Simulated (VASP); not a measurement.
# Na (P6_3/mmc) in VASP: further runs, part 3 of 3

VASP 6.6.1. The steps go on from the part before.

**6. Single point, PBEsol (23.68 Å³/atom)**

This run uses another cell than the first one, of 23.68 Å³/atom.

Contents of INCAR:

```
SYSTEM = Na
PREC = Accurate
ENCUT = 520
EDIFF = 1E-6
ISMEAR = -1
SIGMA = 0.08
LREAL = .FALSE.
LASPH = .TRUE.
NELM = 60
ALGO = Normal
ISIF = 2
LWAVE = .FALSE.
LCHARG = .FALSE.
GGA = PS
NBANDS = 14
```

Contents of KPOINTS:

```
Automatic mesh
0
G
  12 12 7
  0 0 0
```

Contents of POSCAR:

```
Na
1.0
    3.2289514832      0.0000000000      0.0000000000
   -1.6144757416      2.7963540120      0.0000000000
    0.0000000000      0.0000000000      5.2441176910
Na
2
Direct
    0.3333333333      0.6666666667      0.2500000000
    0.6666666667      0.3333333333      0.7500000000
```

Potentials or basis: VASP PAW PBE potentials, release 64 (Na_pv).

On the command line:

```console
$ cat potpaw_PBE.64/Na_pv/POTCAR > POTCAR
$ mpirun -np 1 vasp_std > vasp.out
```

OUTCAR:

```text
SYSTEM = Na
   PREC = Accurate
   ENCUT = 520
   EDIFF = 1E-6
   ISMEAR = -1
   LREAL = .FALSE.
   LASPH = .TRUE.
   NELM = 60
   ISIF = 2
   GGA = PS

 ion  position               nearest neighbor table
   1  0.333  0.667  0.250-
   2  0.667  0.333  0.750-

  LATTYP: Found a hexagonal cell.
 ALAT       =     3.2289514832
 C/A-ratio  =     1.6240930588

  Lattice vectors:

 A1 = (   3.2289514832,   0.0000000000,   0.0000000000)
 A2 = (  -1.6144757416,   2.7963540120,   0.0000000000)
 A3 = (   0.0000000000,   0.0000000000,   5.2441176910)

Analysis of symmetry for initial positions (statically):
=====================================================================
 Subroutine PRICEL returns:
 Original cell was already a primitive cell.

 Routine SETGRP: Setting up the symmetry group for a
 hexagonal supercell.

 Subroutine GETGRP returns: Found 24 space group operations
 (whereof 12 operations were pure point group operations)
 out of a pool of 24 trial point group operations.

The static configuration has the point symmetry D_3d.
 The point group associated with its full space group is D_6h.

Analysis of symmetry for dynamics (positions and initial velocities):
=====================================================================
 Subroutine PRICEL returns:
 Original cell was already a primitive cell.

 Routine SETGRP: Setting up the symmetry group for a
 hexagonal supercell.

 Subroutine GETGRP returns: Found 24 space group operations
 (whereof 12 operations were pure point group operations)
 out of a pool of 24 trial point group operations.

The dynamic configuration has the point symmetry D_3d.
 The point group associated with its full space group is D_6h.

 Subroutine INISYM returns: Found 24 space group operations
 (whereof 12 operations are pure point group operations),
[... 120 lines left out ...]
   LORBIT       =      0    0 simple, 1 ext, 2 COOP (PROOUT), +10 PAW based schemes
   GGA     = PS    functional components
   LHFCALC =     F    Hartree Fock is set to
   AEXX    =    0.0000 exact exchange contribution
   IVDW    =     0    specifies the selected vdW correction
   LEPSILON=     F    determine dielectric tensor
   LRPA    =     F    only Hartree local field effects (RPA)
 non-spin polarized calculation
  energy-cutoff  :      520.00
  volume of cell :       47.35
 maximum number of plane-waves:      1296
   NGX = 13   NGY = 13   NGZ = 19

 number of electron      14.0000004 magnetization

 Free energy of the ion-electron system (eV)
  ---------------------------------------------------
  ext. energy  EPLUGINS =         0.00000000
  ---------------------------------------------------
  free energy    TOTEN  =        -2.38644699 eV

  energy without entropy =       -2.36998385  energy(sigma->0) =       -2.37821542

 E-fermi :   1.9617     XC(G=0):  -7.8272

 val. band max:        1.9600479332   @ k =   0.0833   0.0833   0.1429
 cond. band min:       2.0706969009   @ k =   0.2500   0.0833   0.2857
 fundamental gap:      0.1106489677
 Fermi energy:         1.9616660856

 k-point     1 :       0.0000    0.0000    0.0000
  band No.  band energies     occupation
      1     -22.8133      2.00000
      2     -22.6705      2.00000
      3     -22.6705      2.00000
      4     -22.6498      2.00000
      5     -22.6498      2.00000
      6     -22.6496      2.00000
      7      -2.4183      2.00000
      8       2.6082      0.00062
      9       3.4408      0.00000
     10      14.6149      0.00000
     11      14.6149      0.00000
     12      15.2262      0.00000
     13      15.6293      0.00000
     14      15.6293      0.00000
[... 377 lines left out ...]
      1     -22.7770      2.00000
      2     -22.7499      2.00000
      3     -22.7380      2.00000
      4     -22.6956      2.00000
      5     -22.6712      2.00000
      6     -22.6658      2.00000
      7      -0.1111      2.00000
      8       3.5146      0.00000
      9       5.6484      0.00000
     10       7.0406      0.00000
     11       9.2101      0.00000
     12      11.2669      0.00000
     13      12.0918      0.00000
     14      14.7750      0.00000

 [... further k-points ...]

------------------------ aborting loop because EDIFF is reached ----------------------------------------

  FORCE on cell =-STRESS in cart. coord.  units (eV):
  Direction    XX          YY          ZZ          XY          YZ          ZX
  --------------------------------------------------------------------------------------
  -------------------------------------------------------------------------------------
  Total        2.1868601      2.1868601      2.1893649      0.0000000      0.0000000      0.0000000
  in kB       73.9955300     73.9955300     74.0802832      0.0000000      0.0000000      0.0000000
  external PRESSURE =      74.0237811 kB  Pullay stress =       0.0000000 kB

 VOLUME and BASIS-vectors are now :
 -----------------------------------------------------------------------------
  energy-cutoff  :      520.00
  volume of cell :       47.35
      direct lattice vectors                 reciprocal lattice vectors
     3.228951483  0.000000000  0.000000000     0.309698057  0.178804256  0.000000000
    -1.614475742  2.796354012  0.000000000     0.000000000  0.357608513  0.000000000
     0.000000000  0.000000000  5.244117691     0.000000000  0.000000000  0.190689847

 POSITION                                       TOTAL-FORCE (eV/Angst)
 -----------------------------------------------------------------------------------
     -0.00000      1.86424      1.31103        -0.000000      0.000000     -0.000000
      1.61448      0.93212      3.93309         0.000000     -0.000000      0.000000
 -----------------------------------------------------------------------------------
    total drift:                               -0.000000      0.000000      0.000000

  FREE ENERGIE OF THE ION-ELECTRON SYSTEM (eV)
  ---------------------------------------------------
  free  energy   TOTEN  =        -2.3864469948 eV

  energy  without entropy=       -2.3699838533  energy(sigma->0) =       -2.37821542
```

OSZICAR:

```text
N       E                     dE             d eps       ncg     rms          rms(c)
DAV:   1     0.107444564747E+03    0.10744E+03   -0.78512E+03  2128   0.111E+03
DAV:   2     0.178757977482E+01   -0.10566E+03   -0.10392E+03  2218   0.307E+02
DAV:   3    -0.234684470796E+01   -0.41344E+01   -0.41289E+01  2740   0.652E+01
DAV:   4    -0.239833618868E+01   -0.51491E-01   -0.51490E-01  2320   0.813E+00
DAV:   5    -0.239929262028E+01   -0.95643E-03   -0.95642E-03  2746   0.108E+00    0.510E-01
DAV:   6    -0.239068242372E+01    0.86102E-02   -0.62001E-03  2608   0.133E+00    0.295E-01
DAV:   7    -0.238661594667E+01    0.40665E-02   -0.54632E-03  2704   0.110E+00    0.688E-02
DAV:   8    -0.238644619181E+01    0.16975E-03   -0.56693E-04  2680   0.424E-01    0.374E-03
DAV:   9    -0.238644699485E+01   -0.80304E-06   -0.56783E-06  2500   0.304E-02
   1 F= -.23864470E+01 E0= -.23782154E+01  d E =-.164631E-01
```

stdout:

```text
POSCAR found type information on POSCAR Na
 POSCAR found :  1 types and       2 ions
 scaLAPACK will be used
 -----------------------------------------------------------------------------
|                                                                             |
|                                                                             |
|     You enforced a specific xc type in the INCAR file but a different       |
|     I HOPE YOU KNOW WHAT YOU ARE DOING!                                     |
|                                                                             |
 -----------------------------------------------------------------------------

 LDA part: xc-table for (Slater+PW92), standard interpolation
 POSCAR, INCAR and KPOINTS ok, starting setup
 FFT: planning ... GRIDC
 FFT: planning ... GRID_SOFT
 FFT: planning ... GRID
 WAVECAR not read
 entering main loop
```

Wall time 35 s (1 thread of Intel Xeon 8259CL, shared host); peak memory 0.17 GiB.

Results:

| Property | Result |
| --- | --- |
| Free energy | -2.3864 eV |
| Pressure | 7.4 GPa |
| Band gap on the k mesh | zero (bands 7 and 8 overlap by 4.85 eV) |

Caveat: the cell stands under pressure; the PAW data sets were made with another functional, which shifts forces and pressure a little.

**7. Summary**

```csv
level,cell,gap on the mesh (eV),pressure (GPa)
PBEsol,"a = 2.746, b = 2.746, c = 4.461 Å, angles 90.0, 90.0, 120.0°, 2 atoms",none,40.1
PBEsol,"a = 2.856, b = 2.856, c = 4.639 Å, angles 90.0, 90.0, 120.0°, 2 atoms",none,27.9
PBEsol+D4,"a = 3.054, b = 3.054, c = 4.960 Å, angles 90.0, 90.0, 120.0°, 2 atoms",none,14.1
PBEsol,"a = 3.229, b = 3.229, c = 5.244 Å, angles 90.0, 90.0, 120.0°, 2 atoms",none,7.4
```

Alike in all rows: task single point; potentials or basis VASP PAW PBE potentials, release 64 (Na_pv); no spin polarisation; k mesh 12 × 12 × 7; cutoff (eV) 520; smearing fermi-dirac 0.08 eV.

Caveats: the cell stands under pressure; the PAW data sets were made with another functional, which shifts forces and pressure a little.

Absolute energies hang on the potentials; compare differences alone.
